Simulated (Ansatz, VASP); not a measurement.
**Cd4Se3S in VASP and in Ansatz**

Contents of POSCAR:

```
Cd4Se3S
1.0
    4.3365106568      0.0000000000      0.0000000000
    0.0000000000      4.3365106568      0.0000000000
    0.0000000000      0.0000000000     12.2326177209
Cd Se S
4 3 1
Direct
    0.5000000000      0.0000000000      0.8843514796
    0.0000000000      0.5000000000      0.1156485204
    0.5000000000      0.0000000000      0.3716567237
    0.0000000000      0.5000000000      0.6283432763
    0.5000000000      0.5000000000      0.2435707226
    0.0000000000      0.0000000000      0.5000000000
    0.5000000000      0.5000000000      0.7564292774
    0.0000000000      0.0000000000      0.0000000000
```

The input INCAR.step1:

```
SYSTEM = Cd4Se3S
PREC     = Accurate       ! precision mode
ENCUT    = 520            ! plane-wave cutoff, eV
ISMEAR   = 0              ! smearing method
SIGMA    = 0.02           ! smearing width, eV
LREAL    = .False.        ! projectors in reciprocal space
LASPH    = .True.         ! aspherical terms in the spheres
NELM     = 100            ! most SCF steps
NBANDS   = 46             ! bands
GGA      = PE             ! functional
ALGO     = Normal         ! electronic algorithm
EDIFF    = 1E-4           ! SCF threshold, eV
LWAVE    = .True.         ! write WAVECAR
LCHARG   = .False.        ! write CHGCAR
```

File INCAR.step2:

```
SYSTEM = Cd4Se3S
PREC     = Accurate       ! precision mode
ENCUT    = 520            ! plane-wave cutoff, eV
EDIFF    = 1E-7           ! SCF threshold, eV
ISMEAR   = 0              ! smearing method
SIGMA    = 0.02           ! smearing width, eV
LREAL    = .False.        ! projectors in reciprocal space
LASPH    = .True.         ! aspherical terms in the spheres
NELM     = 100            ! most SCF steps
ALGO     = Normal         ! electronic algorithm
ISIF     = 2              ! what is computed and relaxed
LWAVE    = .False.        ! write WAVECAR
LCHARG   = .False.        ! write CHGCAR
METAGGA  = R2SCAN         ! meta-GGA
LMIXTAU  = .True.       
NBANDS   = 46             ! bands
ISTART   = 1
```

Contents of KPOINTS:

```
regular mesh
0
Gamma
  8 8 4
  0 0 0
```

Input for Ansatz:

```yaml
crystal:
  lattice:
    - [4.3365106568, 0.0, 0.0]
    - [0.0, 4.3365106568, 0.0]
    - [0.0, 0.0, 12.2326177209]
  atoms:
    - { symbol: Cd, position: [0.5, 0.0, 0.8843514796] }
    - { symbol: Cd, position: [0.0, 0.5, 0.1156485204] }
    - { symbol: Cd, position: [0.5, 0.0, 0.3716567237] }
    - { symbol: Cd, position: [0.0, 0.5, 0.6283432763] }
    - { symbol: Se, position: [0.5, 0.5, 0.2435707226] }
    - { symbol: Se, position: [0.0, 0.0, 0.5] }
    - { symbol: Se, position: [0.5, 0.5, 0.7564292774] }
    - { symbol: S, position: [0.0, 0.0, 0.0] }
basis:
  ecutwfc: 500
kpoints:
  mp_grid: { grid: [8, 8, 4] }
  band_path:
    path:
      - [[0.0, 0.0, 0.0], [0.0, 0.5, 0.0], [0.5, 0.5, 0.0], [0.0, 0.0, 0.0], [0.0, 0.0, 0.5], [0.0, 0.5, 0.5], [0.5, 0.5, 0.5], [0.0, 0.0, 0.5]]
      - [[0.0, 0.5, 0.0], [0.0, 0.5, 0.5]]
      - [[0.5, 0.5, 0.0], [0.5, 0.5, 0.5]]
    npoints: 14
hamiltonian:
  xc: r2scan
scf:
  occupations: { method: gaussian, width: 0.02 }
  n_extra_bands: 20
output:
  forces: true
  stress: true
  eigenvalues: true
  populations: true
  dos: { projected: true, de: 0.02, nscf_kmesh: { grid: [12, 12, 6] } }
  bader: true
  write_density: true
  write_potential: true
  elf: true
  volumetric_format: npy
```

Alike in both runs: task single point; functional r2SCAN; k mesh 8 × 8 × 4; occupations gaussian, width 0.02 eV; no spin polarisation.

```csv
,VASP,Ansatz
version,VASP 6.6.1,Ansatz 0.2.0
potentials or method,"VASP PAW PBE potentials, release 64 (Cd, Se, S), cutoff 520 eV","scalar-relativistic, plane waves, PAW"
valence electrons in the cell,72,134
```

```csv
,VASP,Ansatz,Ansatz less VASP
gap on the k mesh at the Fermi level (eV),1.05,1.06,+0.010
least direct gap on the mesh (eV),1.05,1.06,+0.010
pressure (GPa),-1.2,-1.4,-0.22
rms of the force components (eV/Å),0.005,0.004,-0.0011
```

VASP's potentials were made for PBE, not for r2SCAN. Atom by atom the forces differ by 0.001 eV/Å (rms over components). VASP's potentials hold 72 valence electrons a cell and Ansatz's 134, so a difference there can come from the potentials and not from the codes.
